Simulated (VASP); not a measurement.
A run of VASP 6.6.1:

File INCAR:

```
SYSTEM = Pt
ALGO = Normal
EDIFF = 1E-6
ENCUT = 520
ISIF = 2
ISMEAR = -1
LASPH = .TRUE.
LCHARG = .FALSE.
LREAL = .FALSE.
LWAVE = .FALSE.
NBANDS = 11
NELM = 60
PREC = Accurate
SIGMA = 0.05
```

File KPOINTS:

```
k-points
0
G
  12 12 12
  0 0 0
```

POSCAR

```
Pt
1.0
    2.7439500000      0.0000000000      0.0000000000
   -0.9146499714      2.5870208798      0.0000000000
   -0.9146499714     -1.2935103791      2.2404258371
Pt
1
Direct
    0.0000000000      0.0000000000      0.0000000000
```

Potentials or basis: VASP PAW LDA potentials, release 64 (Pt).

Command:

```sh
$ cat potpaw_LDA.64/Pt/POTCAR > POTCAR
$ mpirun -np 1 vasp_std > vasp.out
```

Hardware: 1 thread of Intel Xeon 6975P-C (shared host).

Task: How long does it take, and how much memory?

Result: It took 7.1 s on 1 thread of Intel Xeon 6975P-C, with other jobs on the host, peak memory 0.12 GiB. Counts: scf iterations 11, k points 72.
